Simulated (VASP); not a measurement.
# Te2Mo in VASP: further runs, part 2 of 2

VASP 6.6.1. The steps go on from the part before.

## (3) Relaxation of cell and atoms, PBE+D3(BJ), target pressure 2 GPa, at which the enthalpy is minimised

This run uses another cell than the first one, of 23.72 Å³/atom.

Contents of INCAR:

```
ALGO = Normal
EDIFF = 1E-6
EDIFFG = -0.008
ENCUT = 600
GGA = PE
IBRION = 2
ISIF = 3
ISMEAR = 0
IVDW = 12
LASPH = T
LCHARG = F
LREAL = F
LWAVE = F
NELM = 100
NSW = 70
PREC = Accurate
PSTRESS = 20.0
SIGMA = 0.02
```

Contents of KPOINTS:

```
k-points
0
Gamma
  12 12 2
```

Contents of POSCAR:

```
Te2Mo
1.0
    3.4744776630      0.0000000000      0.0000000000
   -1.7372388315      3.0089859210      0.0000000000
    0.0000000000      0.0000000000     13.6141568009
Te Mo
4 2
Direct
    0.3333333333      0.6666666667      0.1173612646
    0.6666666667      0.3333333333      0.6174291950
    0.6666666667      0.3333333333      0.8826387354
    0.3333333333      0.6666666667      0.3825708050
    0.3333333333      0.6666666667      0.7500342659
    0.6666666667      0.3333333333      0.2499657341
```

Potentials or basis: VASP PAW PBE potentials, release 64 (Te, Mo_sv).

Run with:

```console
> cat potpaw_PBE.64/Te/POTCAR potpaw_PBE.64/Mo_sv/POTCAR > POTCAR
> mpirun -np 1 vasp_std > vasp.out
```

OUTCAR:

```text
EDIFF = 1E-6
   EDIFFG = -0.008
   ENCUT = 600
   GGA = PE
   IBRION = 2
   ISIF = 3
   ISMEAR = 0
   IVDW = 12
   LASPH = T
   LREAL = F
   NELM = 100
   NSW = 70
   PREC = Accurate
   PSTRESS = 20.0
 IVDW          = 12

 ion  position               nearest neighbor table
   1  0.333  0.667  0.117-   6 2.70   6 2.70   6 2.70   4 3.61
   2  0.667  0.333  0.617-   5 2.70   5 2.70   5 2.70   3 3.61
   3  0.667  0.333  0.883-   5 2.70   5 2.70   5 2.70   2 3.61
   4  0.333  0.667  0.383-   6 2.70   6 2.70   6 2.70   1 3.61
   5  0.333  0.667  0.750-   3 2.70   3 2.70   3 2.70   2 2.70   2 2.70   2 2.70
   6  0.667  0.333  0.250-   1 2.70   1 2.70   1 2.70   4 2.70   4 2.70   4 2.70

  LATTYP: Found a hexagonal cell.
 ALAT       =     3.4744776630
 C/A-ratio  =     3.9183319398

  Lattice vectors:

 A1 = (   3.4744776630,   0.0000000000,   0.0000000000)
 A2 = (  -1.7372388315,   3.0089859210,   0.0000000000)
 A3 = (   0.0000000000,   0.0000000000,  13.6141568009)

Analysis of symmetry for initial positions (statically):
=====================================================================
 Subroutine PRICEL returns:
 Original cell was already a primitive cell.

 Routine SETGRP: Setting up the symmetry group for a
 hexagonal supercell.

 Subroutine GETGRP returns: Found 12 space group operations
 (whereof 12 operations were pure point group operations)
 out of a pool of 24 trial point group operations.

The static configuration has the point symmetry D_3d.

Analysis of symmetry for dynamics (positions and initial velocities):
=====================================================================
 Subroutine PRICEL returns:
 Original cell was already a primitive cell.

 Routine SETGRP: Setting up the symmetry group for a
 hexagonal supercell.

 Subroutine GETGRP returns: Found 12 space group operations
 (whereof 12 operations were pure point group operations)
 out of a pool of 24 trial point group operations.

The dynamic configuration has the point symmetry D_3d.

 Subroutine INISYM returns: Found 12 space group operations
 (whereof 12 operations are pure point group operations),
[... 104 lines left out ...]
   EDIFF  = 0.1E-05   stopping-criterion for ELM
   LREAL  =      F    real-space projection
   EDIFFG = -.8E-02   stopping-criterion for IOM
   NSW    =     70    number of steps for IOM
   IBRION =      2    ionic relax: 0-MD 1-quasi-New 2-CG
   NFREE  =      1    steps in history (QN), initial steepest desc. (CG)
   ISIF   =      3    stress and relaxation
   ISYM   =      2    0-nonsym 1-usesym 2-fastsym
   POTIM  = 0.5000    time-step for ionic-motion
   TEBEG  =    0.0;   TEEND  =   0.0 temperature during run
   PSTRESS=   20.0 pullay stress
   NELECT =      52.0000    total number of electrons
   NUPDOWN=      -1.0000    fix difference up-down
   EMIN   =  10.00;   EMAX   =-10.00  energy-range for DOS
   EFERMI =   0.00;   METHOD = LEGACY
   ISMEAR =     0;   SIGMA  =   0.02  broadening in eV -4-tet -1-fermi 0-gaus
   EFERMI_NEDOS =   21; number of points for ismear=-14 and -15
   IALGO  =     38    algorithm
   IMIX   =      4    mixing-type and parameters
     AMIX     =   0.40;   BMIX     =  1.00
     AMIX_MAG =   1.60;   BMIX_MAG =  1.00
  volume/ion in A,a.u.               =      23.72       160.08
  Fermi-wavevector in a.u.,A,eV,Ry     =   1.170332  2.211607 18.635592  1.369677
  Thomas-Fermi vector in A             =   2.306792
   LORBIT       =      0    0 simple, 1 ext, 2 COOP (PROOUT), +10 PAW based schemes
   GGA     = PE    functional components
   LHFCALC =     F    Hartree Fock is set to
   AEXX    =    0.0000 exact exchange contribution
   IVDW    =    12    specifies the selected vdW correction
   LEPSILON=     F    determine dielectric tensor
   LRPA    =     F    only Hartree local field effects (RPA)
 conjugate gradient relaxation of ions
 non-spin polarized calculation
 Gauss-broadening in eV      SIGMA  =   0.02
  energy-cutoff  :      600.00
  volume of cell :      142.33
 maximum number of plane-waves:      4773
 NGX is ok and might be reduce to    28
   NGX = 13   NGY = 13   NGZ = 55

--------------------------------------- Ionic step        1  -------------------------------------------

 number of electron      51.9999997 magnetization

 Free energy of the ion-electron system (eV)
  ---------------------------------------------------
  ext. energy  EPLUGINS =         0.00000000
  ---------------------------------------------------
  free energy    TOTEN  =       -35.82469449 eV

  energy without entropy =      -35.82469449  energy(sigma->0) =      -35.82469449

------------------------ aborting loop because EDIFF is reached ----------------------------------------

 Edisp (eV)   -3.38784

 E8    (eV) :    -1.5607
[... 359 lines left out ...]
--------------------------------------- Ionic step        9  -------------------------------------------

 number of electron      51.9999999 magnetization

 Free energy of the ion-electron system (eV)
  ---------------------------------------------------
  ext. energy  EPLUGINS =         0.00000000
  ---------------------------------------------------
  free energy    TOTEN  =       -35.74054325 eV

  energy without entropy =      -35.74054325  energy(sigma->0) =      -35.74054325

 E-fermi :   9.4915     XC(G=0): -10.8641

 val. band max:        9.3106357427   @ k =   0.0833   0.0000   0.0000
 cond. band min:       9.7717574455   @ k =   0.2500   0.1667   0.0000
 fundamental gap:      0.4611217028
 Fermi energy:         9.4915149071

 k-point     1 :       0.0000    0.0000    0.0000
  band No.  band energies     occupation
      1     -51.6524      2.00000
      2     -51.6524      2.00000
      3     -25.8487      2.00000
      4     -25.8487      2.00000
      5     -25.6836      2.00000
      6     -25.6836      2.00000
[... 805 lines left out ...]
     30      10.7673      0.00000
     31      12.0645      0.00000

 [... further k-points ...]

------------------------ aborting loop because EDIFF is reached ----------------------------------------

 Edisp (eV)   -3.45753

 E8    (eV) :    -1.5920
[... 33 lines left out ...]
  energy  without entropy=      -39.1980719730  energy(sigma->0) =      -39.19807197

  enthalpy is  TOTEN    =       -37.4572370116 eV   P V=        1.7408349614

 reached required accuracy - stopping structural energy minimisation
```

OSZICAR:

```text
N       E                     dE             d eps       ncg     rms          rms(c)
DAV:   1     0.451987854076E+03    0.45199E+03   -0.29254E+04  2668   0.169E+03
DAV:   2    -0.986400520355E+01   -0.46185E+03   -0.45252E+03  2882   0.373E+02
DAV:   3    -0.362515555372E+02   -0.26388E+02   -0.25856E+02  2970   0.741E+01
[... 90 lines left out ...]
DAV:   3    -0.357405573020E+02    0.10071E-03   -0.59039E-04  2768   0.942E-02    0.309E-02
DAV:   4    -0.357405476336E+02    0.96684E-05   -0.47376E-05  2756   0.361E-02    0.236E-02
DAV:   5    -0.357405454872E+02    0.21464E-05   -0.15955E-05  2898   0.212E-02    0.267E-02
DAV:   6    -0.357405434056E+02    0.20816E-05   -0.95550E-06  2644   0.117E-02    0.441E-03
DAV:   7    -0.357405432464E+02    0.15915E-06   -0.88232E-07  1493   0.528E-03
   9 F= -.37457237E+02 E0= -.37457237E+02  d E =-.811389E-04
```

Run time: 35 min. Hardware: 1 thread of Intel Xeon 8259CL, shared host; peak memory 0.42 GiB.

What came out:

```yaml
Free_energy: -39.1981 eV
Relaxed_volume: 23.24 Å³/atom
Relaxed_cell: a = 3.463 Å, b = 3.463 Å, c = 13.432 Å, α = 90.00°, β = 90.00°, γ = 120.00°
Space_group_after_relaxing_to_0.1_Å: P6_3/mmc (No. 194)
Energy_change_on_relaxing_the_run_minimises_the_enthalpy: +2.4 meV/atom
Ionic_steps: 9
Pressure_after_relaxing: 2.0 GPa
Band_gap_on_the_k_mesh: 0.46 eV (least direct gap 0.86 eV)
Dispersion_energy_per_atom: -0.576 eV
```

Forces on the atoms (eV/Å):
```
Te   0.000  0.000  0.003
Te   0.000  0.000  0.002
Te   0.000  0.000 -0.003
Te   0.000  0.000 -0.002
Mo   0.000  0.000  0.000
Mo   0.000  0.000  0.000
```

The path:
| step | energy change (eV) | largest force (eV/Å) | pressure (GPa) | volume (Å³) |
| --- | --- | --- | --- | --- |
| 1 | 0.0000 | 0.2841 | 2.09 | 142.33 |
| 2 | -0.0101 | 0.0051 | 0.93 | 142.61 |
| 3 | -0.0098 | 0.0559 | 1.14 | 142.56 |
| 4 | -0.0001 | 0.0542 | 1.67 | 141.24 |
| 5 | 0.0138 | 0.0508 | 2.21 | 139.96 |
| 6 | 0.0132 | 0.0278 | 2.13 | 139.75 |
| 7 | 0.0187 | 0.0387 | 1.96 | 139.17 |
| 8 | 0.0157 | 0.0165 | 2.03 | 139.36 |
| 9 | 0.0145 | 0.0027 | 2.03 | 139.46 |

Final structure:
```cif
data_structure
_symmetry_space_group_name_H-M 'P 1'
_symmetry_Int_Tables_number 1
_cell_length_a 3.4625
_cell_length_b 3.4625
_cell_length_c 13.4316
_cell_angle_alpha 90.000
_cell_angle_beta 90.000
_cell_angle_gamma 120.000
_cell_volume 139.46
loop_
_atom_site_label
_atom_site_type_symbol
_atom_site_fract_x
_atom_site_fract_y
_atom_site_fract_z
_atom_site_occupancy
Te1 Te 0.33333 0.66667 0.11425 1
Te2 Te 0.66667 0.33333 0.61430 1
Te3 Te 0.66667 0.33333 0.88575 1
Te4 Te 0.33333 0.66667 0.38570 1
Mo1 Mo 0.33333 0.66667 0.75002 1
Mo2 Mo 0.66667 0.33333 0.24998 1
```

Levels at points of the mesh, in eV from the valence-band top:
| k point | band 23 | band 24 | band 25 | band 26 | band 27 | band 28 | band 29 | band 30 |
| --- | --- | --- | --- | --- | --- | --- | --- | --- |
| (0.00, 0.00, 0.00) | -1.11 | -1.11 | -0.11 | -0.08 | 2.80 | 2.80 | 2.97 | 2.97 |
| (0.50, 0.00, 0.00) | -1.30 | -1.22 | -0.81 | -0.29 | 1.19 | 1.28 | 1.28 | 1.78 |
| (0.00, 0.00, 0.50) | -1.14 | -1.14 | -0.09 | -0.08 | 2.83 | 2.83 | 2.84 | 2.84 |
| (0.50, 0.00, 0.50) | -1.22 | -1.22 | -0.55 | -0.55 | 1.22 | 1.22 | 1.56 | 1.56 |

Caveat: the cell is relaxed towards a set pressure, so the run minimises the enthalpy, not the energy; spin-orbit coupling is left out, which moves the levels of the heavy elements.
